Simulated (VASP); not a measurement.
Write the native input for VASP 6.6.1 that does the following.

- Task: single point
- Functional: PBE
- Potentials or basis: VASP PAW PBE potentials, release 64 (K_sv, F)
- Cutoff: 520 eV
- k mesh: 8 × 8 × 8
- Occupations: gaussian, width 0.05 eV
- Spin: no spin polarisation
- Dipole correction: no
- Further INCAR settings: ALGO = Normal; EDIFF = 1e-07; NBANDS = 15

The structure of KF lies in POSCAR:

```
KF
1.0
    0.0000000000      2.7105354767      2.4056002356
    2.5682323642      0.0000000000      2.4056002356
    2.5682323642      2.7105354767      0.0000000000
K F
1 1
Direct
    0.0000000000      0.0000000000      0.0000000000
    0.5000000000      0.5000000000      0.5000000000
```

This cell differs from its parent crystal: normal strain along x -0.0525, normal strain along z -0.1125.

One way to write it, as run:

INCAR

```
ALGO = Normal
EDIFF = 1E-7
ENCUT = 520
GGA = PE
ISIF = 2
ISMEAR = 0
LASPH = T
LCHARG = F
LREAL = F
LWAVE = F
NBANDS = 15
NELM = 80
PREC = Accurate
SIGMA = 0.05
```

KPOINTS

```
k-points
0
Gamma
  8 8 8
```

Potentials or basis: VASP PAW PBE potentials, release 64 (K_sv, F).

Run with:

```sh
$ cat potpaw_PBE.64/K_sv/POTCAR potpaw_PBE.64/F/POTCAR > POTCAR
$ mpirun -np 1 vasp_std > vasp.out
```

Results of the run:

- Pressure: 9.3 GPa
- Band gap on the k mesh: 6.58 eV (least direct gap 6.60 eV)

Caveat: the cell differs from its parent crystal (normal strain along x -0.0525, normal strain along z -0.1125); the cell stands under pressure.

Run time: 21 s on 1 thread of Intel(R) Xeon(R) 6975P-C (Granite Rapids), on a shared host, peak memory 0.18 GiB.
